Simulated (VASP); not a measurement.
# Si2NF2 (P-3m1) in VASP: relaxation of cell and atoms with PBE

Aim: the relaxation of cell and atoms of Si2NF2 with PBE.

Program: VASP 6.6.1. These are calculated values, not measurements. Logs are shortened: lines on timing, memory, paths and dates and some standing lists are left out, and cuts for length are marked.

## 1. The cell of the first run

Symmetry: P-3m1, No. 164, trigonal system. The conventional cell has a = 3.202 Å, b = 3.202 Å, c = 7.809 Å, α = 90.00°, β = 90.00°, γ = 120.00°. Si (site symmetry 3m) has 3 F at 2.15 Å and 3 N at 2.21 Å within 2.8 Å. Within 3.0 Å of N (site symmetry -3m) lie 6 Si at 2.21 Å and 6 F at 2.96 Å. Within 2.8 Å of F (site symmetry 3m) lie 3 Si at 2.15 Å.

The cell was generated, and may not be a known phase.

## 2. Relaxation of cell and atoms, PBE

Input file INCAR:

```
SYSTEM = Si2NF2
PREC = Accurate
ENCUT = 600
EDIFF = 1E-6
ISMEAR = 0
SIGMA = 0.1
LREAL = .False.
LASPH = .True.
NELM = 80
ALGO = Normal
ISIF = 3
LWAVE = .False.
LCHARG = .False.
GGA = PE
IBRION = 2
NSW = 100
EDIFFG = -0.01
```

Input file KPOINTS:

```
Automatic mesh
0
Gamma
  12 12 6
  0 0 0
```

Input file POSCAR:

```
Si2NF2
1.0
    3.2024427395      0.0000000000      0.0000000000
   -1.6012213698      2.7733967666      0.0000000000
    0.0000000000      0.0000000000      7.8094435114
Si N F
2 1 2
Direct
    0.3333333333      0.6666666667      0.3457524601
    0.6666666667      0.3333333333      0.6542475399
    0.0000000000      0.0000000000      0.5000000000
    0.3333333333      0.6666666667      0.7956427381
    0.6666666667      0.3333333333      0.2043572619
```

Potentials or basis: VASP PAW PBE potentials, release 64 (Si, N, F).

Command:

```console
> cat potpaw_PBE.64/Si/POTCAR potpaw_PBE.64/N/POTCAR potpaw_PBE.64/F/POTCAR > POTCAR
> mpirun -np 1 vasp_std > vasp.out
```

OUTCAR:

```text
SYSTEM = Si2NF2
   PREC = Accurate
   ENCUT = 600
   EDIFF = 1E-6
   ISMEAR = 0
   LREAL = .False.
   LASPH = .True.
   NELM = 80
   ISIF = 3
   GGA = PE
   IBRION = 2
   NSW = 100
   EDIFFG = -0.01

 ion  position               nearest neighbor table
   1  0.333  0.667  0.346-   5 2.15   5 2.15   5 2.15   3 2.21   3 2.21   3 2.21   2 3.04   2 3.04
                             2 3.04
   2  0.667  0.333  0.654-   4 2.15   4 2.15   4 2.15   3 2.21   3 2.21   3 2.21   1 3.04   1 3.04
                             1 3.04
   3  0.000  0.000  0.500-   1 2.21   2 2.21   2 2.21   1 2.21   2 2.21   1 2.21
   4  0.333  0.667  0.796-   2 2.15   2 2.15   2 2.15
   5  0.667  0.333  0.204-   1 2.15   1 2.15   1 2.15

  LATTYP: Found a hexagonal cell.
 ALAT       =     3.2024427395
 C/A-ratio  =     2.4385895851

  Lattice vectors:

 A1 = (   3.2024427395,   0.0000000000,   0.0000000000)
 A2 = (  -1.6012213698,   2.7733967666,   0.0000000000)
 A3 = (   0.0000000000,   0.0000000000,   7.8094435114)

Analysis of symmetry for initial positions (statically):
=====================================================================
 Subroutine PRICEL returns:
 Original cell was already a primitive cell.

 Routine SETGRP: Setting up the symmetry group for a
 hexagonal supercell.

 Subroutine GETGRP returns: Found 12 space group operations
 (whereof 12 operations were pure point group operations)
 out of a pool of 24 trial point group operations.

The static configuration has the point symmetry D_3d.

Analysis of symmetry for dynamics (positions and initial velocities):
=====================================================================
 Subroutine PRICEL returns:
 Original cell was already a primitive cell.

 Routine SETGRP: Setting up the symmetry group for a
 hexagonal supercell.

 Subroutine GETGRP returns: Found 12 space group operations
 (whereof 12 operations were pure point group operations)
 out of a pool of 24 trial point group operations.

The dynamic configuration has the point symmetry D_3d.

 Subroutine INISYM returns: Found 12 space group operations
 (whereof 12 operations are pure point group operations),
 and found     1 'primitive' translations

----------------------------------------------------------------------------------------

                                     Primitive cell

  volume of cell :      69.3607

  direct lattice vectors                    reciprocal lattice vectors
[... 105 lines left out ...]
   NUPDOWN=      -1.0000    fix difference up-down
   EMIN   =  10.00;   EMAX   =-10.00  energy-range for DOS
   EFERMI =   0.00;   METHOD = LEGACY
   ISMEAR =     0;   SIGMA  =   0.10  broadening in eV -4-tet -1-fermi 0-gaus
   EFERMI_NEDOS =   21; number of points for ismear=-14 and -15
   IALGO  =     38    algorithm
   IMIX   =      4    mixing-type and parameters
     AMIX     =   0.40;   BMIX     =  1.00
     AMIX_MAG =   1.60;   BMIX_MAG =  1.00
  volume/ion in A,a.u.               =      13.87        93.61
  Fermi-wavevector in a.u.,A,eV,Ry     =   1.195340  2.258866 19.440530  1.428839
  Thomas-Fermi vector in A             =   2.331308
   LORBIT       =      0    0 simple, 1 ext, 2 COOP (PROOUT), +10 PAW based schemes
   GGA     = PE    functional components
   LHFCALC =     F    Hartree Fock is set to
   AEXX    =    0.0000 exact exchange contribution
   IVDW    =     0    specifies the selected vdW correction
   LEPSILON=     F    determine dielectric tensor
   LRPA    =     F    only Hartree local field effects (RPA)
 conjugate gradient relaxation of ions
 non-spin polarized calculation
 Gauss-broadening in eV      SIGMA  =   0.10
  energy-cutoff  :      600.00
  volume of cell :       69.36
 maximum number of plane-waves:      2348
 NGX is ok and might be reduce to    28
   NGX = 13   NGY = 13   NGZ = 31

--------------------------------------- Ionic step        1  -------------------------------------------

 number of electron      26.9999995 magnetization

 Free energy of the ion-electron system (eV)
  ---------------------------------------------------
  ext. energy  EPLUGINS =         0.00000000
  ---------------------------------------------------
  free energy    TOTEN  =       -25.81766186 eV

  energy without entropy =      -25.80728034  energy(sigma->0) =      -25.81247110

------------------------ aborting loop because EDIFF is reached ----------------------------------------

  FORCE on cell =-STRESS in cart. coord.  units (eV):
  Direction    XX          YY          ZZ          XY          YZ          ZX
  --------------------------------------------------------------------------------------
  -------------------------------------------------------------------------------------
  Total       -0.0308280     -0.0308280     -0.1316751      0.0000000      0.0000000      0.0000000
  in kB       -0.7121016     -0.7121016     -3.0415906      0.0000000      0.0000000      0.0000000
  external PRESSURE =      -1.4885979 kB  Pullay stress =       0.0000000 kB
[... 299 lines left out ...]
--------------------------------------- Ionic step        9  -------------------------------------------

 number of electron      26.9999994 magnetization

 Free energy of the ion-electron system (eV)
  ---------------------------------------------------
  ext. energy  EPLUGINS =         0.00000000
  ---------------------------------------------------
  free energy    TOTEN  =       -25.81895163 eV

  energy without entropy =      -25.80964698  energy(sigma->0) =      -25.81429931

 E-fermi :   4.9950     XC(G=0):  -9.4002

 val. band max:        4.9937544822   @ k =   0.2500   0.1667   0.3333
 cond. band min:       5.0590279902   @ k =   0.3333   0.2500   0.1667
 fundamental gap:      0.0652735079
 Fermi energy:         4.9949692031

 k-point     1 :       0.0000    0.0000    0.0000
  band No.  band energies     occupation
      1     -20.3568      2.00000
      2     -20.3176      2.00000
      3     -12.3870      2.00000
      4      -4.7057      2.00000
      5      -2.3320      2.00000
      6      -1.4309      2.00000
[... 457 lines left out ...]
      4      -4.5715      2.00000
      5      -2.7059      2.00000
      6      -2.0001      2.00000
[... 9 lines left out ...]
     16       7.7687      0.00000
     17       9.1775      0.00000

 [... further k-points ...]

------------------------ aborting loop because EDIFF is reached ----------------------------------------

  FORCE on cell =-STRESS in cart. coord.  units (eV):
  Direction    XX          YY          ZZ          XY          YZ          ZX
  --------------------------------------------------------------------------------------
  -------------------------------------------------------------------------------------
  Total       -0.0015242     -0.0015242     -0.0241155      0.0000000     -0.0000000      0.0000000
  in kB       -0.0353675     -0.0353675     -0.5595585      0.0000000     -0.0000000      0.0000000
  external PRESSURE =      -0.2100979 kB  Pullay stress =       0.0000000 kB
[... 20 lines left out ...]
  FREE ENERGIE OF THE ION-ELECTRON SYSTEM (eV)
  ---------------------------------------------------
  free  energy   TOTEN  =       -25.8189516274 eV

  energy  without entropy=      -25.8096469836  energy(sigma->0) =      -25.81429931

 reached required accuracy - stopping structural energy minimisation
```

Wall time 4.4 min (1 thread of AMD EPYC 9R45 (Zen 5), shared host); peak memory 0.28 GiB.

What came out:

- Free energy: -25.8190 eV
- Relaxed volume: 13.81 Å³/atom
- Relaxed cell: a = 3.208 Å, b = 3.208 Å, c = 7.748 Å, α = 90.00°, β = 90.00°, γ = 120.00°
- Space group after relaxing (to 0.1 Å): P-3m1 (No. 164)
- Energy gained by relaxing: 0.3 meV/atom
- Ionic steps: 9
- Pressure after relaxing: 0.0 GPa
- Largest force after relaxing: 0.010 eV/Å
- Band gap on the k mesh: zero (an odd number of electrons rules out a gap without spin polarisation)

Forces in eV/Å, atoms in the order of the input:
```
Si   0.000  0.000 -0.008
Si   0.000  0.000  0.008
N    0.000  0.000  0.000
F    0.000  0.000  0.010
F    0.000  0.000 -0.010
```

The path:
| step | energy change (eV) | largest force (eV/Å) | pressure (GPa) | volume (Å³) |
| --- | --- | --- | --- | --- |
| 1 | 0.0000 | 0.0858 | -0.15 | 69.36 |
| 2 | -0.0007 | 0.0086 | 0.02 | 69.23 |
| 3 | -0.0007 | 0.0075 | 0.04 | 69.20 |
| 4 | -0.0009 | 0.0073 | 0.01 | 69.22 |
| 5 | -0.0011 | 0.0111 | -0.13 | 69.26 |
| 6 | -0.0011 | 0.0211 | 0.08 | 69.09 |
| 7 | -0.0011 | 0.0164 | 0.00 | 69.16 |
| 8 | -0.0012 | 0.0146 | 0.00 | 69.13 |
| 9 | -0.0013 | 0.0100 | -0.02 | 69.05 |

Final structure:
```xyz
5
Lattice="3.2080 0.0000 0.0000 -1.6040 2.7782 0.0000 0.0000 0.0000 7.7475" Properties=species:S:1:pos:R:3 pbc="T T T"
Si    0.0000    1.8521    2.6704
Si    1.6040    0.9261    5.0771
N     3.2080    0.0000    3.8738
F     0.0000    1.8521    6.1652
F     1.6040    0.9261    1.5823
```

Levels at points of the mesh, in eV from the Fermi level:
```
           k point  band 10  band 11  band 12  band 13  band 14  band 15  band 16  band 17
(0.00, 0.00, 0.00)    -4.99    -3.57    -3.57    -3.24    -0.09     0.22     3.63     3.63
(0.50, 0.00, 0.00)    -6.18    -4.69    -4.59    -2.78     0.69     1.21     3.88     4.52
(0.00, 0.00, 0.50)    -5.31    -3.57    -3.57    -2.91    -0.36     0.33     3.62     3.62
(0.50, 0.00, 0.50)    -6.21    -4.63    -4.59    -2.74     0.70     1.10     3.90     4.52
```

Caveat: this functional lacks dispersion, which binds layers or chains, so the pressure and a relaxed spacing across them are unreliable; an odd number of electrons without spin polarisation forces a metal; a magnetic or distorted state may lie lower.

The gap in the log of VASP goes by the Fermi energy; the results here count the filled bands.